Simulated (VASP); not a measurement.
# Ni (Fm-3m) in VASP: a series of runs

Ni is run at these levels: PBE; tasks: single point.

Program: VASP 6.6.1. These are calculated values, not measurements. Logs are shortened: lines on timing, memory, paths and dates and some standing lists are left out, and cuts for length are marked.

**1. The cell of the first run**

The structure is cubic, space group Fm-3m (No. 225). Conventional cell: a = 3.517 Å, b = 3.517 Å, c = 3.517 Å, α = 90.00°, β = 90.00°, γ = 90.00°. Ni (site symmetry m-3m) has 12 Ni at 2.49 Å within 3.3 Å.

**2. Single point, PBE, collinear spin, ferromagnetic start**

Contents of INCAR:

```
SYSTEM = Ni
ALGO = Normal ; EDIFF = 1E-6
ENCUT = 520 ; GGA = PE
ISIF = 2 ; ISMEAR = -1
ISPIN = 2 ; LASPH = .True.
LCHARG = .False. ; LMAXMIX = 4
LORBIT = 11 ; LREAL = .False.
LWAVE = .False. ; MAGMOM = 0.48
NBANDS = 15 ; NELM = 150
NUPDOWN = 0.48 ; PREC = Accurate
SIGMA = 0.1
```

Contents of KPOINTS:

```
k-points
0
Gamma
  12 12 12
  0 0 0
```

Contents of POSCAR:

```
Ni
1.0
    0.0000000000      1.7585000000      1.7585000000
    1.7585000000      0.0000000000      1.7585000000
    1.7585000000      1.7585000000      0.0000000000
Ni
1
Direct
    0.0000000000      0.0000000000      0.0000000000
```

Potentials or basis: VASP PAW PBE potentials, release 64 (Ni).

Command:

```
cat potpaw_PBE.64/Ni/POTCAR > POTCAR
mpirun -np 1 vasp_std > vasp.out
```

OUTCAR:

```text
SYSTEM = Ni
   EDIFF = 1E-6
   ENCUT = 520
   GGA = PE
   ISIF = 2
   ISMEAR = -1
   ISPIN = 2
   LASPH = .True.
   LORBIT = 11
   LREAL = .False.
   NELM = 150
   NUPDOWN = 0.48
   PREC = Accurate

 ion  position               nearest neighbor table
   1  0.000  0.000  0.000-

  LATTYP: Found a face centered cubic cell.
 ALAT       =     3.5170000000

  Lattice vectors:

 A1 = (   0.0000000000,   1.7585000000,   1.7585000000)
 A2 = (   1.7585000000,   0.0000000000,   1.7585000000)
 A3 = (   1.7585000000,   1.7585000000,   0.0000000000)

Analysis of symmetry for initial positions (statically):
=====================================================================
 Subroutine PRICEL returns:
 Original cell was already a primitive cell.

 Routine SETGRP: Setting up the symmetry group for a
 face centered cubic supercell.

 Subroutine GETGRP returns: Found 48 space group operations
 (whereof 48 operations were pure point group operations)
 out of a pool of 48 trial point group operations.

The static configuration has the point symmetry O_h .

Analysis of symmetry for dynamics (positions and initial velocities):
=====================================================================
 Subroutine PRICEL returns:
 Original cell was already a primitive cell.

 Routine SETGRP: Setting up the symmetry group for a
 face centered cubic supercell.

 Subroutine GETGRP returns: Found 48 space group operations
 (whereof 48 operations were pure point group operations)
 out of a pool of 48 trial point group operations.

The dynamic configuration has the point symmetry O_h .

Analysis of structural, dynamic, and magnetic symmetry:
=====================================================================
 Subroutine PRICEL returns:
 Original cell was already a primitive cell.

 Routine SETGRP: Setting up the symmetry group for a
 face centered cubic supercell.

 Subroutine GETGRP returns: Found 48 space group operations
 (whereof 48 operations were pure point group operations)
 out of a pool of 48 trial point group operations.

The overall configuration has the point symmetry O_h .

 Subroutine INISYM returns: Found 48 space group operations
 (whereof 48 operations are pure point group operations),
 and found     1 'primitive' translations

----------------------------------------------------------------------------------------

                                     Primitive cell

  volume of cell :      10.8757

  direct lattice vectors                    reciprocal lattice vectors
     0.000000000  1.758500000  1.758500000    -0.284333239  0.284333239  0.284333239
     1.758500000  0.000000000  1.758500000     0.284333239 -0.284333239  0.284333239
     1.758500000  1.758500000  0.000000000     0.284333239  0.284333239 -0.284333239

  length of vectors
     2.486894549  2.486894549  2.486894549     0.492479615  0.492479615  0.492479615

  position of ions in fractional coordinates (direct lattice)
     0.000000000  0.000000000  0.000000000

  ion indices of the primitive-cell ions
   primitive index   ion index
                 1           1

----------------------------------------------------------------------------------------

 KPOINTS: k-points

Automatic generation of k-mesh.
 Grid dimensions read from file:
 generate k-points for:   12   12   12

 Generating k-lattice:

  Cartesian coordinates                     Fractional coordinates (reciprocal lattice)
    -0.023694437  0.023694437  0.023694437     0.083333333  0.000000000  0.000000000
     0.023694437 -0.023694437  0.023694437     0.000000000  0.083333333  0.000000000
     0.023694437  0.023694437 -0.023694437     0.000000000  0.000000000  0.083333333

  Length of vectors
     0.041039968  0.041039968  0.041039968

  Shift w.r.t. Gamma in fractional coordinates (k-lattice)
     0.000000000  0.000000000  0.000000000

 Subroutine IBZKPT returns following result:
 ===========================================

 Found     72 irreducible k-points:

 Following reciprocal coordinates:
            Coordinates               Weight
  0.000000  0.000000  0.000000      1.000000
  0.083333  0.000000  0.000000      8.000000
  0.166667  0.000000  0.000000      8.000000
  0.250000  0.000000  0.000000      8.000000
  0.333333  0.000000  0.000000      8.000000
  0.416667  0.000000  0.000000      8.000000
[... 16 lines left out ...]
  0.500000  0.166667  0.000000     24.000000
 -0.416667  0.166667  0.000000     24.000000
 [... further k-points ...]
   k-points           NKPTS =     72   k-points in BZ     NKDIM =     72   number of bands    NBANDS=     15
   number of dos      NEDOS =    301   number of ions     NIONS =      1
   total plane-waves  NPLWV =   5832
   dimension x,y,z NGX =    18 NGY =   18 NGZ =   18
   dimension x,y,z NGXF=    36 NGYF=   36 NGZF=   36
   ions per type =               1
   NGX,Y,Z   is equivalent  to a cutoff of  12.03, 12.03, 12.03 a.u.
   NGXF,Y,Z  is equivalent  to a cutoff of  24.07, 24.07, 24.07 a.u.
 SYSTEM =  Ni
   PREC   = accura    normal or accurate (medium, high low for compatibility)
   ISTART =      0    job   : 0-new  1-cont  2-samecut
   ICHARG =      2    charge: 1-file 2-atom 10-const
   ISPIN  =      2    spin polarized calculation?
   LNONCOLLINEAR =      F non collinear calculations
   LSORBIT =      F    spin-orbit coupling
   LASPH  =      T    aspherical Exc in radial PAW
   ENCUT  =  520.0 eV  38.22 Ry    6.18 a.u.   4.62  4.62  4.62*2*pi/ulx,y,z
   NELM   =    150;   NELMIN=  2; NELMDL= -5     # of ELM steps
   EDIFF  = 0.1E-05   stopping-criterion for ELM
   LREAL  =      F    real-space projection
   EDIFFG = 0.1E-04   stopping-criterion for IOM
   NSW    =      0    number of steps for IOM
   IBRION =     -1    ionic relax: 0-MD 1-quasi-New 2-CG
   NFREE  =      0    steps in history (QN), initial steepest desc. (CG)
   ISIF   =      2    stress and relaxation
   ISYM   =      2    0-nonsym 1-usesym 2-fastsym
   POTIM  = 0.5000    time-step for ionic-motion
   TEBEG  =    0.0;   TEEND  =   0.0 temperature during run
   PSTRESS=    0.0 pullay stress
   NELECT =      10.0000    total number of electrons
   NUPDOWN=       0.4800    fix difference up-down
   EMIN   =  10.00;   EMAX   =-10.00  energy-range for DOS
   EFERMI =   0.00;   METHOD = LEGACY
   ISMEAR =    -1;   SIGMA  =   0.10  broadening in eV -4-tet -1-fermi 0-gaus
   EFERMI_NEDOS =   21; number of points for ismear=-14 and -15
   IALGO  =     38    algorithm
   IMIX   =      4    mixing-type and parameters
     AMIX     =   0.40;   BMIX     =  1.00
     AMIX_MAG =   1.60;   BMIX_MAG =  1.00
  volume/ion in A,a.u.               =      10.88        73.39
  Fermi-wavevector in a.u.,A,eV,Ry     =   1.591924  3.008301 34.480204  2.534224
  Thomas-Fermi vector in A             =   2.690389
   LORBIT       =     11    0 simple, 1 ext, 2 COOP (PROOUT), +10 PAW based schemes
   GGA     = PE    functional components
   LHFCALC =     F    Hartree Fock is set to
   AEXX    =    0.0000 exact exchange contribution
   IVDW    =     0    specifies the selected vdW correction
   LEPSILON=     F    determine dielectric tensor
   LRPA    =     F    only Hartree local field effects (RPA)
 spin polarized calculation
  energy-cutoff  :      520.00
  volume of cell :       10.88
 maximum number of plane-waves:       304
   NGX =  9   NGY =  9   NGZ =  9

 number of electron      10.0000013 magnetization       0.4800001

 Free energy of the ion-electron system (eV)
  ---------------------------------------------------
  ext. energy  EPLUGINS =         0.00000000
  ---------------------------------------------------
  free energy    TOTEN  =        -5.49242877 eV

  energy without entropy =       -5.43090046  energy(sigma->0) =       -5.46166461

 E-fermi :   9.3513     XC(G=0): -13.2560

 val. band max:        9.3487913205   @ k =  -0.3333   0.3333   0.0833
 cond. band min:       9.3086932494   @ k =   0.4167   0.1667   0.0833
 fundamental gap:     -0.0400980711
 Fermi energy:         9.2275423549

 spin component 1

 k-point     1 :       0.0000    0.0000    0.0000
  band No.  band energies     occupation
      1       0.3726      1.00000
      2       7.0497      1.00000
      3       7.0497      1.00000
      4       7.0497      1.00000
      5       8.2081      0.99996
      6       8.2081      0.99996
      7      33.1013      0.00000
      8      36.9768      0.00000
      9      36.9768      0.00000
     10      36.9768      0.00000
     11      39.9354      0.00000
     12      39.9354      0.00000
     13      39.9354      0.00000
     14      42.8656      0.00000
     15      49.2074      0.00000

 k-point     2 :       0.0833    0.0000    0.0000
  band No.  band energies     occupation
      1       0.6435      1.00000
      2       6.9805      1.00000
      3       7.1086      1.00000
      4       7.1086      1.00000
      5       8.1840      0.99997
      6       8.1840      0.99997
      7      32.0091      0.00000
      8      34.6529      0.00000
      9      36.4040      0.00000
     10      36.4040      0.00000
     11      40.8010      0.00000
     12      40.8010      0.00000
     13      41.1023      0.00000
     14      45.2053      0.00000
     15      47.0979      0.00000
[... 365 lines left out ...]
      3       7.1342      1.00000
      4       7.4690      1.00000
      5       8.9059      0.96144
      6      11.0961      0.00000
      7      16.2509      0.00000
      8      27.1315      0.00000
      9      29.7994      0.00000
     10      31.8479      0.00000
     11      42.1992      0.00000
     12      42.2737      0.00000
     13      46.5223      0.00000
     14      49.0232      0.00000
     15      55.6152      0.00000

 k-point    24 :      -0.4167    0.1667    0.0000
  band No.  band energies     occupation
      1       5.1646      1.00000
      2       6.6368      1.00000
      3       7.2280      1.00000
      4       7.4286      1.00000
      5       8.7464      0.99193
      6      11.6117      0.00000
      7      15.5923      0.00000
      8      26.1453      0.00000
      9      30.9215      0.00000
     10      32.1270      0.00000
     11      41.3047      0.00000
     12      41.7868      0.00000
     13      48.7683      0.00000
     14      51.4453      0.00000
     15      52.6950      0.00000

 [... further k-points ...]

 spin component 2

 k-point     1 :       0.0000    0.0000    0.0000
  band No.  band energies     occupation
      1       0.3308      1.00000
      2       7.6340      1.00000
      3       7.6340      1.00000
      4       7.6340      1.00000
      5       8.6631      0.99897
      6       8.6631      0.99897
      7      32.9553      0.00000
      8      36.9491      0.00000
      9      36.9492      0.00000
     10      36.9492      0.00000
     11      40.0006      0.00000
     12      40.0006      0.00000
     13      40.0006      0.00000
     14      42.7518      0.00000
     15      49.3512      0.00000

 k-point     2 :       0.0833    0.0000    0.0000
  band No.  band energies     occupation
      1       0.6020      1.00000
      2       7.5573      1.00000
      3       7.6945      1.00000
      4       7.6945      1.00000
      5       8.6382      0.99920
      6       8.6382      0.99920
      7      31.9517      0.00000
      8      34.5923      0.00000
      9      36.4086      0.00000
     10      36.4086      0.00000
     11      40.8255      0.00000
     12      40.8255      0.00000
     13      41.0656      0.00000
     14      45.1550      0.00000
     15      47.2157      0.00000
[... 365 lines left out ...]
      3       7.5860      1.00000
      4       7.9570      1.00000
      5       9.4982      0.18706
      6      11.3742      0.00000
      7      16.4796      0.00000
      8      27.1581      0.00000
      9      29.8424      0.00000
     10      31.8589      0.00000
     11      42.2077      0.00000
     12      42.2376      0.00000
     13      46.5491      0.00000
     14      49.1522      0.00000
     15      56.6030      0.00000

 k-point    24 :      -0.4167    0.1667    0.0000
  band No.  band energies     occupation
      1       5.5186      1.00000
      2       6.9836      1.00000
      3       7.6444      1.00000
      4       7.9050      1.00000
      5       9.3430      0.52065
      6      11.8487      0.00000
      7      15.8591      0.00000
      8      26.1875      0.00000
      9      30.9667      0.00000
     10      32.1122      0.00000
     11      41.3218      0.00000
     12      41.7510      0.00000
     13      48.8293      0.00000
     14      51.5391      0.00000
     15      52.7470      0.00000

 [... further k-points ...]
[... 5 lines left out ...]
  --------------------------------------------------------------------------------------
  -------------------------------------------------------------------------------------
  Total        0.0044421      0.0044421      0.0044421      0.0000000      0.0000000     -0.0000000
  in kB        0.6544050      0.6544050      0.6544050      0.0000000      0.0000000     -0.0000000
  external PRESSURE =       0.6544050 kB  Pullay stress =       0.0000000 kB

 VOLUME and BASIS-vectors are now :
 -----------------------------------------------------------------------------
  energy-cutoff  :      520.00
  volume of cell :       10.88
      direct lattice vectors                 reciprocal lattice vectors
     0.000000000  1.758500000  1.758500000    -0.284333239  0.284333239  0.284333239
     1.758500000  0.000000000  1.758500000     0.284333239 -0.284333239  0.284333239
     1.758500000  1.758500000  0.000000000     0.284333239  0.284333239 -0.284333239

 POSITION                                       TOTAL-FORCE (eV/Angst)
 -----------------------------------------------------------------------------------
      0.00000      0.00000      0.00000         0.000000      0.000000      0.000000
 -----------------------------------------------------------------------------------
    total drift:                                0.000000     -0.000000     -0.000000

  FREE ENERGIE OF THE ION-ELECTRON SYSTEM (eV)
  ---------------------------------------------------
  free  energy   TOTEN  =        -5.4924287676 eV

  energy  without entropy=       -5.4309004575  energy(sigma->0) =       -5.46166461

 total charge

# of ion       s       p       d       tot
------------------------------------------
    1        0.495   0.495   8.321   9.312

 magnetization (x)

# of ion       s       p       d       tot
------------------------------------------
    1       -0.008  -0.023   0.522   0.491
```

It took 27 s on 1 thread of Intel Xeon Platinum 8375C at 2.90GHz (Ice Lake), shared host; peak memory 0.13 GiB.

Results:

| Property | Result |
| --- | --- |
| Free energy | -5.4924 eV |
| Pressure | 0.1 GPa |
| Net moment | 0.48 μB per cell |
| Site moments | Ni +0.49 μB |
| Valence electrons inside the program's atomic spheres | Ni 9.31 |

Caveat: the total moment is fixed, so each spin has its own Fermi level.

**3. Single point, PBE, collinear spin, ferromagnetic start**

Contents of INCAR:

```
SYSTEM = Ni
PREC = Accurate ; ENCUT = 520
EDIFF = 1E-6 ; ISMEAR = -1
SIGMA = 0.1 ; LREAL = .FALSE.
LASPH = .TRUE. ; NELM = 150
ALGO = Normal ; ISIF = 2
LWAVE = .FALSE. ; LCHARG = .FALSE.
ISPIN = 2 ; MAGMOM = 0.96
LORBIT = 11 ; NUPDOWN = 0.96
LMAXMIX = 4 ; GGA = PE
NBANDS = 15
```

Contents of KPOINTS:

```
Automatic mesh
0
G
  12 12 12
  0 0 0
```

POSCAR is that of step 2.

Potentials or basis: VASP PAW PBE potentials, release 64 (Ni).

Command:

```
cat potpaw_PBE.64/Ni/POTCAR > POTCAR
mpirun -np 1 vasp_std > vasp.out
```

It took 20 s on 1 thread of Intel Xeon Platinum 8375C at 2.90GHz (Ice Lake), shared host; peak memory 0.13 GiB.

It converged, with:

| Item | Value |
| --- | --- |
| Free energy | -5.4162 eV |
| Pressure | 3.6 GPa |
| Net moment | 0.96 μB per cell |
| Site moments | Ni +0.95 μB |
| Valence electrons inside the program's atomic spheres | Ni 9.30 |

Caveat: the total moment is fixed, so each spin has its own Fermi level.

**4. Single point, PBE, collinear spin, ferromagnetic start**

Contents of INCAR:

```
SYSTEM = Ni
ALGO = Normal
EDIFF = 1E-6
ENCUT = 520
GGA = PE
ISIF = 2
ISMEAR = -1
ISPIN = 2
LASPH = .TRUE.
LCHARG = .FALSE.
LMAXMIX = 4
LORBIT = 11
LREAL = .FALSE.
LWAVE = .FALSE.
MAGMOM = 1.44
NBANDS = 15
NELM = 150
NUPDOWN = 1.44
PREC = Accurate
SIGMA = 0.1
```

Contents of KPOINTS:

```
k-points
0
G
  12 12 12
  0 0 0
```

POSCAR is that of step 3.

Command:

```
cat potpaw_PBE.64/Ni/POTCAR > POTCAR
mpirun -np 1 vasp_std > vasp.out
```

It took 27 s on 1 thread of Intel Xeon Platinum 8375C at 2.90GHz (Ice Lake), shared host; peak memory 0.13 GiB.

The run converged. Its results:

| Quantity | Value |
| --- | --- |
| Free energy | -4.9601 eV |
| Pressure | 11.2 GPa |
| Net moment | 1.44 μB per cell |
| Site moments | Ni +1.39 μB |
| Valence electrons inside the program's atomic spheres | Ni 9.28 |

Caveat: the total moment is fixed, so each spin has its own Fermi level.

**5. Summary**

```csv
fixed moment (μB),pressure (GPa),moment (μB)
0.48,0.1,0.48
0.96,3.6,0.96
1.44,11.2,1.44
```

Alike in all rows: task single point; level PBE; potentials or basis VASP PAW PBE potentials, release 64 (Ni); spin collinear, ferromagnetic start; cell as given; k mesh 12 × 12 × 12; cutoff (eV) 520; smearing fermi-dirac 0.1 eV.

Caveats: the total moment is fixed, so each spin has its own Fermi level.

Total energies depend on the potentials used, so only differences within one code and one set of settings carry meaning.
